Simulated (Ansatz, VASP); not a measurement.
## One calculation of TiN, two programs

File POSCAR:

```
TiN
1.0
    0.0000000000      2.1162573850      2.1162573850
    2.1162573850      0.0000000000      2.1162573850
    2.1162573850      2.1162573850      0.0000000000
Ti N
1 1
Direct
    0.5000000000      0.5000000000      0.5000000000
    0.0000000000      0.0000000000      0.0000000000
```

The input INCAR.step1:

```
ALGO = Normal ; EDIFF = 1E-4
ENCUT = 520 ; GGA = PE
ISMEAR = 0 ; ISPIN = 2
LASPH = True ; LCHARG = False
LMAXMIX = 4 ; LREAL = False
LWAVE = True ; MAGMOM = 1 0
NBANDS = 20 ; NELM = 150
PREC = Accurate ; SIGMA = 0.05
```

The input INCAR.step2:

```
ALGO = Normal ; EDIFF = 1E-6
ENCUT = 520 ; ISIF = 2
ISMEAR = 0 ; ISPIN = 2
ISTART = 1 ; LASPH = True
LCHARG = False ; LMAXMIX = 4
LMIXTAU = True ; LORBIT = 11
LREAL = False ; LWAVE = False
MAGMOM = 1 0 ; METAGGA = R2SCAN
NBANDS = 20 ; NELM = 150
PREC = Accurate ; SIGMA = 0.05
```

Contents of KPOINTS:

```
k-points
0
Gamma
  14 14 14
```

Input for Ansatz:

```yaml
crystal:
  lattice:
    - [0.0, 2.116257385, 2.116257385]
    - [2.116257385, 0.0, 2.116257385]
    - [2.116257385, 2.116257385, 0.0]
  atoms:
    - { symbol: Ti, position: [0.5, 0.5, 0.5], spin: 1.0 }
    - { symbol: "N", position: [0.0, 0.0, 0.0] }
basis:
  ecutwfc: 500
  ecutrho_ratio: 4
kpoints:
  mp_grid: { grid: [14, 14, 14] }
hamiltonian:
  xc: r2scan
scf:
  occupations: { method: gaussian, width: 0.05 }
output:
  forces: true
  stress: true
  write_density: true
  write_potential: true
  elf: true
  volumetric_format: npy
magnetization:
  spin_polarized: true
```

Alike in both runs: task single point; functional r2SCAN; k mesh 14 × 14 × 14; occupations gaussian, width 0.05 eV; collinear spin.

|  | VASP | Ansatz |
| --- | --- | --- |
| version | VASP 6.6.1 | Ansatz 0.2.0 |
| potentials or method | VASP PAW PBE potentials, release 64 (Ti_sv, N), cutoff 520 eV | scalar-relativistic, plane waves, PAW |
| valence electrons in the cell | 17 | 17 |

Ansatz gave:

- gap on the k mesh at the Fermi level (eV): none
- pressure (GPa): 0.0
- net moment per atom (μB): 0.00

Estimate VASP's values.

gap on the k mesh at the Fermi level (eV): none; pressure (GPa): 1.6; net moment per atom (μB): 0.00.

VASP's potentials were made for PBE, not for r2SCAN. A gap of «none» marks a metal or a gap that the smearing closes. Ansatz's warnings: seeded moment not kept, stability check not made.
